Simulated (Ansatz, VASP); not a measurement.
## One calculation of Ni, two programs

File INCAR:

```
PREC = Accurate
ENCUT = 520
EDIFF = 1E-6
ISMEAR = 0
SIGMA = 0.1
LREAL = False
LASPH = True
NELM = 150
ALGO = Normal
ISIF = 2
LWAVE = False
LCHARG = False
ISPIN = 2
MAGMOM = 0.73
LORBIT = 11
LMAXMIX = 4
GGA = PS
NBANDS = 15
```

File KPOINTS:

```
regular mesh
0
Gamma
  20 20 20
```

POSCAR

```
Ni
1.0
    0.0000000000      1.7874681086      1.7874681086
    1.7874681086      0.0000000000      1.7874681086
    1.7874681086      1.7874681086      0.0000000000
Ni
1
Direct
    0.0000000000      0.0000000000      0.0000000000
```

Input for Ansatz:

```yaml
crystal:
  lattice:
    - [0.0, 1.7874681086, 1.7874681086]
    - [1.7874681086, 0.0, 1.7874681086]
    - [1.7874681086, 1.7874681086, 0.0]
  atoms:
    - { symbol: Ni, position: [0.0, 0.0, 0.0], spin: 0.73 }
basis:
  ecutwfc: 420
kpoints:
  mp_grid: { grid: [20, 20, 20] }
hamiltonian:
  xc: pbesol
scf:
  occupations: { method: gaussian, width: 0.1 }
output:
  forces: true
  stress: true
  eigenvalues: true
  populations: true
magnetization:
  spin_polarized: true
```

Alike in both runs: task single point; functional PBEsol; k mesh 20 × 20 × 20; occupations gaussian, width 0.1 eV; collinear spin.

```csv
,VASP,Ansatz
version,VASP 6.6.1,Ansatz 0.2.0
potentials or method,"VASP PAW PBE potentials, release 64 (Ni), cutoff 520 eV","scalar-relativistic, plane waves, PAW"
valence electrons in the cell,10,18
```

|  | VASP | Ansatz | Ansatz less VASP |
| --- | --- | --- | --- |
| gap on the k mesh at the Fermi level (eV) | none | none | - |
| pressure (GPa) | -17.3 | -17.5 | -0.21 |
| net moment per atom (μB) | 0.64 | 0.65 | +0.010 |
| size of the moment on the site where the two differ most (μB) | 0.65 | 0.68 | +0.034 |

VASP's potentials were made for PBE, not for PBEsol. Site moments also hang on the region over which each program counts them. A gap of «none» marks a metal or a gap that the smearing closes. VASP's potentials hold 10 valence electrons a cell and Ansatz's 18, so a difference there can come from the potentials and not from the codes.
